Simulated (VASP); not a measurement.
**Y: single point with PBE**

Crystal: Y.

```
CELL_PARAMETERS angstrom
5.86967 0.00000 0.00000
-2.93484 5.08329 0.00000
0.00000 0.00000 3.66506
ATOMIC_POSITIONS crystal
Y 0.00000 0.00000 0.00000
Y 0.33333 0.66667 0.50000
Y 0.66667 0.33333 0.50000
```

This cell differs from its parent crystal: volume scaled by 1.12.

```
Program             : VASP 6.6.1
Task                : single point
Functional          : PBE
Potentials or basis : VASP PAW PBE potentials, release 64 (Y_sv)
Cutoff              : 500 eV
k mesh              : 7 × 7 × 10
Occupations         : fermi-dirac, width 0.1 eV
Spin                : no spin polarisation
```

- Pressure: -3.8 GPa

Stress tensor (GPa, compression positive):
```
-3.83  0.00  0.00
 0.00 -3.83  0.00
 0.00  0.00 -3.62
```

Levels at points of the mesh, in eV from the Fermi level:
```
           k point  band 13  band 14  band 15  band 16  band 17  band 18  band 19  band 20  band 21  band 22
(0.00, 0.00, 0.00)    -4.46    -0.83     0.00     0.00     0.03     0.03     0.36     1.57     2.17     2.17
(0.00, 0.00, 0.50)    -1.82    -1.19    -0.84    -0.84    -0.52    -0.52     1.58     1.58     1.82     1.82
```

Run time: 59 s on 1 thread of Intel(R) Xeon(R) 6975P-C (Granite Rapids), with other jobs on the host, peak memory 0.3 GiB.
